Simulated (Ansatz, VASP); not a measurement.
Mo in VASP and in Ansatz

INCAR

```
PREC = Accurate
ENCUT = 520
EDIFF = 1E-6
ISMEAR = 0
SIGMA = 0.15
LREAL = F
LASPH = T
NELM = 80
ALGO = Fast
ISIF = 2
LWAVE = F
LCHARG = F
GGA = PE
NBANDS = 66
```

File KPOINTS:

```
Automatic mesh
0
Gamma
  12 12 12
```

The input POSCAR:

```
Mo
1.0
   -3.1420000000     -3.1420000000      3.1420000000
   -3.1420000000      3.1420000000     -3.1420000000
    3.1420000000     -3.1420000000     -3.1420000000
Mo
8
Direct
    0.5190961171      0.5190961171      0.5000000000
    0.0000000000      0.5000000000      0.5000000000
    0.5000000000      0.0000000000      0.5000000000
    0.0000000000      0.0000000000      0.5000000000
    0.5000000000      0.5000000000      0.0000000000
    0.0000000000      0.5000000000      0.0000000000
    0.5000000000      0.0000000000      0.0000000000
    0.0000000000      0.0000000000      0.0000000000
```

Input for Ansatz:

```yaml
crystal:
  lattice:
    - [-3.142, -3.142, 3.142]
    - [-3.142, 3.142, -3.142]
    - [3.142, -3.142, -3.142]
  atoms:
    - { symbol: Mo, position: [0.5190961171, 0.5190961171, 0.5] }
    - { symbol: Mo, position: [0.0, 0.5, 0.5] }
    - { symbol: Mo, position: [0.5, 0.0, 0.5] }
    - { symbol: Mo, position: [0.0, 0.0, 0.5] }
    - { symbol: Mo, position: [0.5, 0.5, 0.0] }
    - { symbol: Mo, position: [0.0, 0.5, 0.0] }
    - { symbol: Mo, position: [0.5, 0.0, 0.0] }
    - { symbol: Mo, position: [0.0, 0.0, 0.0] }
basis:
  ecutwfc: 420
kpoints:
  mp_grid: { grid: [12, 12, 12] }
hamiltonian:
  xc: pbe
scf:
  occupations: { method: gaussian, width: 0.15 }
output:
  forces: true
  stress: true
  eigenvalues: true
```

Alike in both runs: task single point; functional PBE; k mesh 12 × 12 × 12; occupations gaussian, width 0.15 eV; no spin polarisation.

```csv
,VASP,Ansatz
version,VASP 6.6.1,Ansatz 0.2.0
potentials or method,"VASP PAW PBE potentials, release 64 (Mo_sv), cutoff 520 eV","scalar-relativistic, plane waves, PAW"
valence electrons in the cell,112,112
```

```tsv
	VASP	Ansatz	Ansatz less VASP
gap on the k mesh at the Fermi level (eV)	none	none	-
pressure (GPa)	5.8	5.2	-0.54
traceless stress, the component that is largest in VASP (GPa)	0.39	0.39	+0.003
rms of the force components (eV/Å)	0.381	0.378	-0.0033
```

Atom by atom the forces differ by 0.004 eV/Å (rms over components). A gap of «none» marks a metal or a gap that the smearing closes.
